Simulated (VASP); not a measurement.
# Al2O3 (R-3c) in VASP: vibrations by perturbation theory with PBEsol

Aim: the vibrations by perturbation theory of Al2O3 with PBEsol.

Program: VASP 6.6.1. These are calculated values, not measurements. Logs are shortened: lines on timing, memory, paths and dates and some standing lists are left out, and cuts for length are marked.

## (1) The cell of the first run

The structure is trigonal, space group R-3c (No. 167). Conventional cell: a = 4.774 Å, b = 4.774 Å, c = 13.015 Å, α = 90.00°, β = 90.00°, γ = 120.00°. Al (site symmetry 3) has 6 O at 1.86 to 1.97 Å within 2.5 Å. O (site symmetry 2) has 4 Al at 1.86 to 1.97 Å and 12 O at 2.53 to 2.88 Å within 2.9 Å.

## (2) Vibrations by perturbation theory, PBEsol

INCAR

```
PREC = Accurate ; ENCUT = 520
EDIFF = 1E-8 ; ISMEAR = 0
SIGMA = 0.01 ; LREAL = F
LASPH = T ; NELM = 100
ALGO = Normal ; ISIF = 2
LWAVE = F ; LCHARG = F
GGA = PS ; NBANDS = 35
IBRION = 8 ; NSW = 1
LEPSILON = T ; KPAR = 4
```

KPOINTS

```
Automatic mesh
0
Gamma
  6 6 6
```

POSCAR

```
Al2O3
1.0
    2.3869305898      1.3780950186      4.3382851415
   -2.3869305898      1.3780950186      4.3382851415
    0.0000000000     -2.7561900372      4.3382851415
Al O
4 6
Direct
    0.1479209717      0.1479209717      0.1479209717
    0.3520790283      0.3520790283      0.3520790283
    0.6479209717      0.6479209717      0.6479209717
    0.8520790283      0.8520790283      0.8520790283
    0.9441401455      0.5558598545      0.2500000000
    0.4441401455      0.7500000000      0.0558598545
    0.5558598545      0.2500000000      0.9441401455
    0.2500000000      0.9441401455      0.5558598545
    0.7500000000      0.0558598545      0.4441401455
    0.0558598545      0.4441401455      0.7500000000
```

Potentials or basis: VASP PAW PBE potentials, release 64 (Al, O).

Run with:

```console
$ cat potpaw_PBE.64/Al/POTCAR potpaw_PBE.64/O/POTCAR > POTCAR
$ mpirun -np 4 vasp_std > vasp.out
```

OUTCAR:

```text
PREC = Accurate
   ENCUT = 520
   EDIFF = 1E-8
   ISMEAR = 0
   LREAL = F
   LASPH = T
   NELM = 100
   ISIF = 2
   GGA = PS
   IBRION = 8
   NSW = 1
   LEPSILON = T

 ion  position               nearest neighbor table
   1  0.148  0.148  0.148-   6 1.86  10 1.86   9 1.86   5 1.97   7 1.97   8 1.97   2 2.66   4 2.80
                             4 2.80   4 2.80   2 3.23   2 3.23   2 3.23
   2  0.352  0.352  0.352-   9 1.86  10 1.86   6 1.86   5 1.97   7 1.97   8 1.97   1 2.66   3 2.80
                             3 2.80   3 2.80   1 3.23   1 3.23   1 3.23
   3  0.648  0.648  0.648-   8 1.86   5 1.86   7 1.86  10 1.97   9 1.97   6 1.97   4 2.66   2 2.80
                             2 2.80   2 2.80   4 3.23   4 3.23   4 3.23
   4  0.852  0.852  0.852-   7 1.86   5 1.86   8 1.86  10 1.97   9 1.97   6 1.97   3 2.66   1 2.80
                             1 2.80   1 2.80   3 3.23   3 3.23   3 3.23
   5  0.944  0.556  0.250-   3 1.86   4 1.86   1 1.97   2 1.97
   6  0.444  0.750  0.056-   1 1.86   2 1.86   3 1.97   4 1.97
   7  0.556  0.250  0.944-   4 1.86   3 1.86   1 1.97   2 1.97
   8  0.250  0.944  0.556-   3 1.86   4 1.86   1 1.97   2 1.97
   9  0.750  0.056  0.444-   2 1.86   1 1.86   3 1.97   4 1.97
  10  0.056  0.444  0.750-   1 1.86   2 1.86   3 1.97   4 1.97
[... 1320 lines left out ...]
  7Y    -0.332404    1.434748    0.088415    0.122337    0.944689   -0.000016   -0.952915    4.157099    1.912811    0.225553    1.311718   -0.275017    1.313238    2.844930   -0.187741   -1.008283    0.292004    1.766612    0.252410  -17.740188   -2.836856    0.091762    5.274654    0.327960    0.014905    0.987974   -1.924070    0.273396    0.492371    1.127901
  7Z    -0.051261    0.096464    1.034479   -0.109171   -0.003839    1.034479   -1.068929    1.986089    2.056332   -2.254468   -0.067325    2.056332   -0.299157   -0.141667   -0.491295   -3.059910    1.766640    4.413447    4.914316   -2.837282  -15.254701   -0.026891    0.329912   -0.491295    0.193120   -1.923492    2.821112    1.762353    0.794499    2.821112
  8X     1.556031    0.049468    0.102084    1.065971    0.160599    0.051028    4.577042   -0.689867    2.049943    1.731660    1.417229    0.786800    4.463477   -1.494564    0.270303    0.325921    0.012740    0.191525    2.033753    0.089564   -0.027437  -18.031646   -0.252410   -4.913578    1.456269    1.008283    3.059862    0.821524   -0.301042   -1.570531
  8Y    -0.122337    0.944689   -0.000016    0.332404    1.434748    0.088415   -0.225553    1.311718   -0.275017    0.952915    4.157099    1.912811   -1.313238    2.844930   -0.187741   -0.014905    0.987974   -1.924070   -0.091762    5.274654    0.327960   -0.252410  -17.740188   -2.836856    1.008283    0.292004    1.766612   -0.273396    0.492371    1.127901
  8Z     0.109171   -0.003839    1.034479    0.051261    0.096464    1.034479    2.254468   -0.067325    2.056332    1.068929    1.986089    2.056332    0.299157   -0.141667   -0.491295   -0.193120   -1.923492    2.821112    0.026891    0.329912   -0.491295   -4.914316   -2.837282  -15.254701    3.059910    1.766640    4.413447   -1.762353    0.794499    2.821112
  9X     1.731660    1.417229    0.786800    4.577042   -0.689867    2.049943    1.065971    0.160599    0.051028    1.556031    0.049468    0.102084    0.821524   -0.301042   -1.570531    2.033753    0.089564   -0.027437    0.325921    0.012740    0.191525    1.456269    1.008283    3.059862  -18.031646   -0.252410   -4.913578    4.463477   -1.494564    0.270303
  9Y     0.952915    4.157099    1.912811   -0.225553    1.311718   -0.275017    0.332404    1.434748    0.088415   -0.122337    0.944689   -0.000016   -0.273396    0.492371    1.127901   -0.091762    5.274654    0.327960   -0.014905    0.987974   -1.924070    1.008283    0.292004    1.766612   -0.252410  -17.740188   -2.836856   -1.313238    2.844930   -0.187741
  9Z     1.068929    1.986089    2.056332    2.254468   -0.067325    2.056332    0.051261    0.096464    1.034479    0.109171   -0.003839    1.034479   -1.762353    0.794499    2.821112    0.026891    0.329912   -0.491295   -0.193120   -1.923492    2.821112    3.059910    1.766640    4.413447   -4.914316   -2.837282  -15.254701    0.299157   -0.141667   -0.491295
 10X     2.524437   -1.410625    1.263143    2.524437    1.410625   -1.263143    1.129078   -0.368839    0.051056    1.129078    0.368839   -0.051056   -0.290128   -0.000000    0.000000    4.465381    1.312139   -0.297740    0.823398    0.272314    1.762056    0.823398   -0.272314   -1.762056    4.465381   -1.312139    0.297740  -17.594460    0.000000    0.000000
 10Y    -1.874939    3.364322   -1.637794    1.874939    3.364322   -1.637794   -0.197033    1.371642   -0.088400    0.197033    1.371642   -0.088400    0.000000    2.038401   -3.533224    1.493465    2.843026   -0.140219    0.299959    0.490497    0.796169   -0.299959    0.490497    0.796169   -1.493465    2.843026   -0.140219    0.000000  -18.177375    5.673711
 10Z     1.185539   -1.918764    2.056332   -1.185539   -1.918764    2.056332    0.057910   -0.092625    1.034479   -0.057910   -0.092625    1.034479   -0.000000   -3.533280    4.413447   -0.272266   -0.188244   -0.491295    1.569233    1.128992    2.821112   -1.569233    1.128992    2.821112    0.272266   -0.188244   -0.491295    0.000000    5.674563  -15.254701

 Eigenvectors and eigenvalues of the dynamical matrix
   1 f  =   22.020063 THz   138.356134 2PiTHz  734.510228 cm-1    91.067621 meV
   2 f  =   22.020063 THz   138.356134 2PiTHz  734.510228 cm-1    91.067621 meV
   3 f  =   22.001767 THz   138.241181 2PiTHz  733.899963 cm-1    90.991958 meV
   4 f  =   20.262272 THz   127.311610 2PiTHz  675.876646 cm-1    83.797986 meV
   5 f  =   18.834275 THz   118.339242 2PiTHz  628.243802 cm-1    77.892269 meV
   6 f  =   18.531791 THz   116.438677 2PiTHz  618.154008 cm-1    76.641295 meV
[... 19 lines left out ...]
  26 f  =   10.946963 THz    68.781799 2PiTHz  365.151391 cm-1    45.272982 meV
  27 f  =    9.002871 THz    56.566707 2PiTHz  300.303453 cm-1    37.232866 meV
  28 f/i=    0.005582 THz     0.035073 2PiTHz    0.186199 cm-1     0.023086 meV
  29 f/i=    0.005722 THz     0.035952 2PiTHz    0.190862 cm-1     0.023664 meV
  30 f/i=    0.005722 THz     0.035952 2PiTHz    0.190862 cm-1     0.023664 meV

 MACROSCOPIC STATIC DIELECTRIC TENSOR IONIC CONTRIBUTION
 ------------------------------------------------------
           6.230572    -0.000000    -0.000000
          -0.000000     6.230572    -0.000000
          -0.000000    -0.000000     8.310411
 ------------------------------------------------------

 ELASTIC MODULI CONTR FROM IONIC RELAXATION (kBar)
 Direction    XX          YY          ZZ          XY          YZ          ZX
 --------------------------------------------------------------------------------
 XX        -371.6100    162.8038    140.0255      0.0000    115.7140      0.0000
 YY         162.8038   -371.6100    140.0255      0.0000   -115.7140      0.0000
 ZZ         140.0255    140.0255   -212.4145     -0.0000      0.0000     -0.0000
 XY           0.0000      0.0000     -0.0000   -267.2182     -0.0000    114.7650
 YZ         115.7140   -115.7140      0.0000     -0.0000   -141.6299      0.0000
 ZX           0.0000      0.0000     -0.0000    114.7650     -0.0000   -140.2947
 --------------------------------------------------------------------------------

 PIEZOELECTRIC TENSOR IONIC CONTR  for field in x, y, z        (C/m^2)
          XX          YY          ZZ          XY          YZ          ZX
  --------------------------------------------------------------------------------
  x    -0.00000    -0.00000     0.00000     0.00000    -0.00000     0.00000
  y     0.00000    -0.00000     0.00000     0.00000    -0.00000    -0.00000
  z    -0.00000    -0.00000     0.00000    -0.00000    -0.00000     0.00000
```

OSZICAR:

```text
N       E                     dE             d eps       ncg     rms          rms(c)
DAV:   1     0.218649335832E+03    0.21865E+03   -0.25326E+04  2240   0.131E+03
DAV:   2    -0.734363614527E+02   -0.29209E+03   -0.28108E+03  2855   0.283E+02
[... 212 lines left out ...]
RMM:   8    -0.372081166276E+00   -0.40606E-05   -0.13232E-07 15194   0.592E-04    0.222E-04
RMM:   9    -0.372081114205E+00    0.52071E-07   -0.11150E-07 15216   0.340E-04    0.422E-05
RMM:  10    -0.372080933471E+00    0.18073E-06    0.13781E-07 15324   0.279E-04    0.170E-05
RMM:  11    -0.372080910199E+00    0.23272E-07    0.19675E-07 15341   0.272E-04    0.333E-06
RMM:  12    -0.372080947661E+00   -0.37462E-07    0.32013E-07 15379   0.269E-04    0.142E-06
RMM:  13    -0.372080948842E+00   -0.11808E-08   -0.96676E-09 15614   0.269E-04    0.430E-07
 Linear response finished
```

Wall time 19 min (4 MPI ranks of Intel Xeon Platinum 8259CL at 2.50GHz (Skylake/Cascade Lake), shared host); peak memory 0.84 GiB.

Results:

```yaml
Electronic_dielectric_tensor_diagonal: 3.28, 3.28, 3.24
Born_charges_mean_of_the_diagonal: Al +2.95; O -1.97 e
Highest_phonon_frequency_at_Γ_LO-TO_splitting_left_out: 735 cm⁻¹
```

Phonon frequencies in cm⁻¹ (negative: imaginary):
```
              q point                                                                                                        frequencies
(0.000, 0.000, 0.000)  0 0 0 300 365 365 378 378 385 408 423 423 428 428 436 436 516 561 561 564 564 573 589 618 618 628 676 734 735 735
```

Electronic dielectric tensor:
```
3.28 0.00 0.00
0.00 3.28 0.00
0.00 0.00 3.24
```

Born effective charge tensors (e):
atom 1, Al
```
 2.96 -0.03  0.00
 0.03  2.96  0.00
 0.00  0.00  2.93
```
atom 2, Al
```
 2.96  0.03  0.00
-0.03  2.96  0.00
 0.00  0.00  2.93
```
atom 3, Al
```
 2.96  0.03  0.00
-0.03  2.96  0.00
 0.00  0.00  2.93
```
atom 4, Al
```
 2.96 -0.03  0.00
 0.03  2.96  0.00
 0.00  0.00  2.93
```
atom 5, O
```
-2.07  0.00  0.00
 0.00 -1.87  0.26
 0.00  0.35 -1.95
```
atom 6, O
```
-1.92 -0.09  0.22
-0.09 -2.02 -0.13
 0.30 -0.18 -1.95
```
atom 7, O
```
-1.92 -0.09  0.22
-0.09 -2.02 -0.13
 0.30 -0.18 -1.95
```
atom 8, O
```
-1.92  0.09 -0.22
 0.09 -2.02 -0.13
-0.30 -0.18 -1.95
```
atom 9, O
```
-1.92  0.09 -0.22
 0.09 -2.02 -0.13
-0.30 -0.18 -1.95
```
atom 10, O
```
-2.07  0.00  0.00
 0.00 -1.87  0.26
 0.00  0.35 -1.95
```
